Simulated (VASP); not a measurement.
# GaAs (F-43m) in VASP: single point with HSE06

Aim: the single point of GaAs with HSE06.

Everything below comes from runs of VASP 6.6.1. Logs are shortened: lines on timing, memory, paths and dates and some standing lists are left out, and cuts for length are marked.

## (1) The cell of the first run

The structure is cubic, space group F-43m (No. 216). Conventional cell: a = 5.751 Å, b = 5.751 Å, c = 5.751 Å, α = 90.00°, β = 90.00°, γ = 90.00°. Within 3.3 Å of Ga (site symmetry -43m) lie 4 As at 2.49 Å. As (site symmetry -43m) has 4 Ga at 2.49 Å within 3.3 Å.

## (2) Single point, HSE06 (strain +1.5%)

POSCAR

```
GaAs
1.0
    0.0000000000      2.8755813722      2.8755813722
    2.8755813722      0.0000000000      2.8755813722
    2.8755813722      2.8755813722      0.0000000000
Ga As
1 1
Direct
    0.0000000000      0.0000000000      0.0000000000
    0.2500000000      0.2500000000      0.2500000000
```

INCAR.step1

```
SYSTEM = GaAs
PREC = Accurate
ENCUT = 520
EDIFF = 1E-5
ISMEAR = -1
SIGMA = 0.02
LREAL = .FALSE.
LASPH = .TRUE.
NELM = 60
ALGO = Normal
ISIF = 2
LWAVE = .TRUE.
LCHARG = .FALSE.
GGA = PE
NBANDS = 16
```

INCAR.step2

```
SYSTEM = GaAs
PREC = Accurate
ENCUT = 520
EDIFF = 1E-6
ISMEAR = -1
SIGMA = 0.02
LREAL = .FALSE.
LASPH = .TRUE.
NELM = 60
ALGO = Normal
ISIF = 2
LWAVE = .FALSE.
LCHARG = .FALSE.
GGA = PE
LHFCALC = .TRUE.
HFSCREEN = 0.2079
PRECFOCK = Normal
ISTART = 1
NBANDS = 16
```

KPOINTS

```
Automatic mesh
0
G
  6 6 6
  0 0 0
```

Potentials or basis: VASP PAW PBE potentials, release 64 (Ga_d, As).

Launch:

```console
$ cat potpaw_PBE.64/Ga_d/POTCAR potpaw_PBE.64/As/POTCAR > POTCAR
$ cp INCAR.step1 INCAR
$ mpirun -np 1 vasp_std > vasp.out
$ cp INCAR.step2 INCAR
$ mpirun -np 1 vasp_std > vasp.out
```

OUTCAR:

```text
SYSTEM = GaAs
   PREC = Accurate
   ENCUT = 520
   EDIFF = 1E-6
   ISMEAR = -1
   LREAL = .FALSE.
   LASPH = .TRUE.
   NELM = 60
   ISIF = 2
   GGA = PE
   LHFCALC = .TRUE.
   HFSCREEN = 0.2079
   PRECFOCK = Normal
   ISTART = 1

 ion  position               nearest neighbor table
   1  0.000  0.000  0.000-   2 2.49   2 2.49   2 2.49   2 2.49
   2  0.250  0.250  0.250-   1 2.49   1 2.49   1 2.49   1 2.49

  LATTYP: Found a face centered cubic cell.
 ALAT       =     5.7511627444

  Lattice vectors:

 A1 = (   0.0000000000,   2.8755813722,   2.8755813722)
 A2 = (   2.8755813722,   0.0000000000,   2.8755813722)
 A3 = (   2.8755813722,   2.8755813722,   0.0000000000)

Analysis of symmetry for initial positions (statically):
=====================================================================
 Subroutine PRICEL returns:
 Original cell was already a primitive cell.

 Routine SETGRP: Setting up the symmetry group for a
 face centered cubic supercell.

 Subroutine GETGRP returns: Found 24 space group operations
 (whereof 24 operations were pure point group operations)
 out of a pool of 48 trial point group operations.

The static configuration has the point symmetry T_d .

Analysis of symmetry for dynamics (positions and initial velocities):
=====================================================================
 Subroutine PRICEL returns:
 Original cell was already a primitive cell.

 Routine SETGRP: Setting up the symmetry group for a
 face centered cubic supercell.

 Subroutine GETGRP returns: Found 24 space group operations
 (whereof 24 operations were pure point group operations)
 out of a pool of 48 trial point group operations.

The dynamic configuration has the point symmetry T_d .

 Subroutine INISYM returns: Found 24 space group operations
 (whereof 24 operations are pure point group operations),
 and found     1 'primitive' translations

----------------------------------------------------------------------------------------

                                     Primitive cell

  volume of cell :      47.5562

  direct lattice vectors                    reciprocal lattice vectors
     0.000000000  2.875581372  2.875581372    -0.173877883  0.173877883  0.173877883
     2.875581372  0.000000000  2.875581372     0.173877883 -0.173877883  0.173877883
     2.875581372  2.875581372  0.000000000     0.173877883  0.173877883 -0.173877883

  length of vectors
     4.066686176  4.066686176  4.066686176     0.301165327  0.301165327  0.301165327

  position of ions in fractional coordinates (direct lattice)
[... 78 lines left out ...]
   POTIM  = 0.5000    time-step for ionic-motion
   TEBEG  =    0.0;   TEEND  =   0.0 temperature during run
   PSTRESS=    0.0 pullay stress
   NELECT =      18.0000    total number of electrons
   NUPDOWN=      -1.0000    fix difference up-down
   EMIN   =  10.00;   EMAX   =-10.00  energy-range for DOS
   EFERMI =   0.00;   METHOD = LEGACY
   ISMEAR =    -1;   SIGMA  =   0.02  broadening in eV -4-tet -1-fermi 0-gaus
   EFERMI_NEDOS =   21; number of points for ismear=-14 and -15
   IALGO  =     38    algorithm
   IMIX   =      1    mixing-type and parameters
     AMIX     =   0.40;   BMIX     =  1.00
     AMIX_MAG =   1.60;   BMIX_MAG =  1.00
  volume/ion in A,a.u.               =      23.78       160.46
  Fermi-wavevector in a.u.,A,eV,Ry     =   1.184213  2.237839 19.080288  1.402362
  Thomas-Fermi vector in A             =   2.320432
   LORBIT       =      0    0 simple, 1 ext, 2 COOP (PROOUT), +10 PAW based schemes
   GGA     = PE    functional components
   LHFCALC =     T    Hartree Fock is set to
   PRECFOCK=normal    Normal, Fast or Accurate (Low or Medium for compatibility)
   ENCUT4O =  -1.0   cutoff for four orbital integrals eV
   NKREDX  =     1    reduce k-point grid by
   NKREDY  =     1    reduce k-point grid by
   NKREDZ  =     1    reduce k-point grid by
   AEXX    =    0.2500 exact exchange contribution
   HFSCREEN=    0.2079 screening length (either q_TF or 0.3 A-1)
   HFSCREENC=   0.2079 screening length for correlation (either q_TF or 0.3 A-1)
   ENCUTFOCK=  -1.0 apply spherical cutoff to Coloumb kernel
   IVDW    =     0    specifies the selected vdW correction
   LEPSILON=     F    determine dielectric tensor
   LRPA    =     F    only Hartree local field effects (RPA)
 non-spin polarized calculation
  energy-cutoff  :      520.00
  volume of cell :       47.56
 maximum number of plane-waves:      1303
  NGX = 24; NGY = 24; NGZ = 24

 number of electron      17.9999989 magnetization

 Free energy of the ion-electron system (eV)
  ---------------------------------------------------
  ext. energy  EPLUGINS =         0.00000000
  ---------------------------------------------------
  free energy    TOTEN  =        -9.83334206 eV

  energy without entropy =       -9.83334206  energy(sigma->0) =       -9.83334206

 E-fermi :   3.4483     XC(G=0):  -7.7879

 val. band max:        3.0493921653   @ k =   0.0000   0.0000   0.0000
 cond. band min:       4.0314421368   @ k =   0.0000   0.0000   0.0000
 fundamental gap:      0.9820499714
 Fermi energy:         3.4483143724

 k-point     1 :       0.0000    0.0000    0.0000
  band No.  band energies     occupation
      1     -14.2637      2.00000
      2     -14.2637      2.00000
      3     -14.2637      2.00000
      4     -14.1942      2.00000
      5     -14.1942      2.00000
      6     -10.5350      2.00000
[... 281 lines left out ...]
      3     -14.2287      2.00000
      4     -14.2054      2.00000
      5     -14.1890      2.00000
      6      -7.9879      2.00000
[... 8 lines left out ...]
     15      16.1332      0.00000
     16      17.1910      0.00000

------------------------ aborting loop because EDIFF is reached ----------------------------------------

  FORCE on cell =-STRESS in cart. coord.  units (eV):
  Direction    XX          YY          ZZ          XY          YZ          ZX
  --------------------------------------------------------------------------------------
  -------------------------------------------------------------------------------------
  Total       -0.7497357     -0.7497357     -0.7497357      0.0000000      0.0000000     -0.0000000
  in kB      -25.2587470    -25.2587470    -25.2587470      0.0000000      0.0000000     -0.0000000
  external PRESSURE =     -25.2587470 kB  Pullay stress =       0.0000000 kB

 VOLUME and BASIS-vectors are now :
 -----------------------------------------------------------------------------
  energy-cutoff  :      520.00
  volume of cell :       47.56
      direct lattice vectors                 reciprocal lattice vectors
     0.000000000  2.875581372  2.875581372    -0.173877883  0.173877883  0.173877883
     2.875581372  0.000000000  2.875581372     0.173877883 -0.173877883  0.173877883
     2.875581372  2.875581372  0.000000000     0.173877883  0.173877883 -0.173877883

 POSITION                                       TOTAL-FORCE (eV/Angst)
 -----------------------------------------------------------------------------------
      0.00000      0.00000      0.00000         0.000000      0.000000      0.000000
      1.43779      1.43779      1.43779        -0.000000     -0.000000     -0.000000
 -----------------------------------------------------------------------------------
    total drift:                               -0.000039     -0.000036     -0.000027

  FREE ENERGIE OF THE ION-ELECTRON SYSTEM (eV)
  ---------------------------------------------------
  free  energy   TOTEN  =        -9.8333420560 eV

  energy  without entropy=       -9.8333420560  energy(sigma->0) =       -9.83334206
```

It took 53 min on 1 thread of Intel Xeon 8259CL, shared host; peak memory 0.3 GiB.

Results:

```yaml
Free_energy: -9.8333 eV
Pressure: -2.5 GPa
Band_gap_on_the_k_mesh: 0.98 eV
```

Caveat: the cell differs from its parent crystal (strain +1.5%); the PAW data sets were made with another functional, which shifts forces and pressure a little.
